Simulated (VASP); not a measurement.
The system is Ce.

```
CELL_PARAMETERS angstrom
0.00000 2.37746 2.37746
2.37746 0.00000 2.37746
2.37746 2.37746 0.00000
ATOMIC_POSITIONS crystal
Ce 0.00000 0.00000 0.00000
```

Base run:

- Program: VASP 6.6.1
- Functional: PBE
- Potentials or basis: VASP PAW PBE potentials, release 64 (Ce)
- Cutoff: 500 eV
- k mesh: 11 × 11 × 11
- Occupations: methfessel-paxton, width 0.3 eV
- Spin: no spin polarisation

Its results: band gap on the k mesh zero (band 6 reaches 9.41 eV, above the bottom of band 7 at 9.09 eV); pressure -1.2 GPa.

Question: The run is repeated on the same cell with these changes: occupations from methfessel-paxton, width 0.3 eV to gaussian, width 0.3 eV. What comes out?

Answer: Band gap on the k mesh zero (band 6 reaches 9.49 eV, above the bottom of band 7 at 9.13 eV); pressure -0.1 GPa.

Caveats: spin-orbit coupling is left out, which moves the levels of the heavy elements.
